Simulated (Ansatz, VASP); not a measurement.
**One calculation of CsC, two programs**

```
CELL_PARAMETERS angstrom
4.02706 0.00000 0.00000
0.00000 8.05412 0.00000
0.00000 0.00000 8.05412
ATOMIC_POSITIONS crystal
Cs 0.00000 0.00000 0.00000
Cs 0.00000 0.00000 0.50000
Cs 0.00000 0.50000 0.00000
Cs 0.00000 0.50000 0.50000
C 0.50000 0.25000 0.25000
C 0.50000 0.25000 0.75000
C 0.50000 0.75000 0.25000
C 0.50000 0.75000 0.75000
```

Alike in both runs: task single point; functional r2SCAN; k mesh 4 × 2 × 2; occupations gaussian, width 0.1 eV; collinear spin.

|  | VASP | Ansatz |
| --- | --- | --- |
| version | VASP 6.6.1 | Ansatz 0.2.0 |
| potentials or method | VASP PAW PBE potentials, release 64 (Cs_sv, C), cutoff 520 eV | scalar-relativistic, plane waves, PAW |
| valence electrons in the cell | 52 | 52 |

```csv
,VASP,Ansatz,Ansatz less VASP
gap on the k mesh at the Fermi level (eV),1.28,1.30,+0.015
least direct gap on the mesh (eV),1.28,1.30,+0.015
pressure (GPa),0.1,0.0,-0.08
net moment per atom (μB),1.50,1.50,0.000
size of the moment on the site where the two differ most (μB),1.23,2.50,+1.272
```

VASP's potentials were made for PBE, not for r2SCAN. Site moments also hang on the region over which each program counts them. Ansatz's warnings: stability check not made.

Spin-orbit coupling is off throughout.
